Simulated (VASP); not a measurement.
A run of VASP 6.6.1 is set up as follows.

INCAR

```
SYSTEM = AlSi16
PREC = Accurate ; ENCUT = 520
EDIFF = 1E-6 ; ISMEAR = 0
SIGMA = 0.05 ; LREAL = Auto
LASPH = .TRUE. ; NELM = 150
ALGO = Normal ; ISIF = 2
LWAVE = .FALSE. ; LCHARG = .FALSE.
ISPIN = 2 ; MAGMOM = 0 0 0 0 0 0 0 0 0 0 0 0 0 0 0 0 0
LORBIT = 11 ; GGA = PE
NBANDS = 52
```

KPOINTS

```
Automatic mesh
0
G
  2 2 2
  0 0 0
```

File POSCAR:

```
AlSi16
1.0
    0.0000000000      5.4300000000      5.4300000000
    5.4300000000      0.0000000000      5.4300000000
    5.4300000000      5.4300000000      0.0000000000
Si Al
16 1
Direct
   -0.0354165746      0.0119679558      0.0118222836
    0.1192584715      0.1203328729      0.1201905157
    0.0073758748     -0.0292427256      0.5110372007
    0.1192904236      0.1203215470      0.6404160221
    0.0073724678      0.5111802026     -0.0293837017
    0.1192857274      0.6405612339      0.1201802026
    0.0074073665      0.5111755064      0.5110340700
    0.1704246777      0.6100320442      0.6098907919
    0.4928870166      0.0004192449      0.0002853591
    0.5936337937      0.1356153775      0.1354789134
    0.4929232044      0.0004095764      0.5066114180
    0.6306337017      0.1161182320      0.6267395948
    0.4929181400      0.5067481584      0.0002768877
    0.6306302026      0.6268731123      0.1159871087
    0.5391421731      0.4871220994      0.4869907919
    0.6306676796      0.6268639963      0.6267315838
    0.9485616943      0.3506502762      0.3505079190
```

Potentials or basis: VASP PAW PBE potentials, release 64 (Si, Al).

Run with:

```bash
$ cat potpaw_PBE.64/Si/POTCAR potpaw_PBE.64/Al/POTCAR > POTCAR
$ mpirun -np 1 vasp_std > vasp.out
```

**Question.** Predict the largest force.

**Answer.** 0.661 eV/Å.

**Question.** Predict the pressure.

**Answer.** 5.3 GPa.

**Question.** What does it give for the net moment?

**Answer.** 0.00 μB per cell.

Stress tensor (GPa, compression positive):
```
 5.27  0.23  0.23
 0.23  5.27 -0.23
 0.23 -0.23  5.27
```

Caveat: the k points lie up to 0.50 Å⁻¹ apart.
